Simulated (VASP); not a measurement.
Runs of VASP 6.6.1 on Ga2PN. The structure is that of space group P-4m2 (No. 115), or close to it. The cells are those of the table. 

| level | cell | k mesh | gap on the mesh (eV) | pressure (GPa) | largest force (eV/Å) |
| --- | --- | --- | --- | --- | --- |
| PBE | a = 3.530, b = 3.530, c = 4.968 Å, 4 atoms | 6 × 6 × 4 | none | (c) | 0.05 |
| PBE | a = 3.531, b = 3.531, c = 4.957 Å, 4 atoms | 8 × 8 × 6 | none | 3.7 | 0.04 |
| r2SCAN | a = 3.600, b = 3.600, c = 5.054 Å, 4 atoms | 6 × 6 × 4 | none | (b) | 0.16 |
| r2SCAN | a = 3.566, b = 3.566, c = 5.006 Å, 4 atoms | 6 × 6 × 4 | none | -3.2 | 0.10 |
| PBE | a = 3.636, b = 3.636, c = 5.118 Å, 4 atoms | 6 × 6 × 4 | none | (a) | 0.12 |
| r2SCAN | a = 3.531, b = 3.531, c = 4.957 Å, 4 atoms | 6 × 6 × 4 | none | 0.2 | 0.04 |
| r2SCAN | a = 3.459, b = 3.459, c = 4.856 Å, 4 atoms | 6 × 6 × 4 | none | 9.1 | 0.12 |
| PBE | a = 3.494, b = 3.494, c = 4.917 Å, 4 atoms | 6 × 6 × 4 | none | 7.7 | 0.13 |

Alike in all rows: task single point; potentials or basis VASP PAW PBE potentials, release 64 (N, Ga_d, P); no spin polarisation; cutoff (eV) 520; smearing fermi-dirac 0.02 eV.

Task: Fill in the values left out.

Result: (a) -5.5; (b) -6.2; (c) 3.5.

Caveats: semilocal functionals underestimate gaps, so a narrow gap can read as zero; the cell stands under pressure (at least some runs); the PAW data sets were made with another functional, which shifts forces and pressure a little (at least some runs); the cell stands under tension (at least some runs).

A k mesh can miss the band edges, and the runs leave out spin-orbit coupling on Ga.

A gap of «none» marks levels without a gap at the run's occupations.
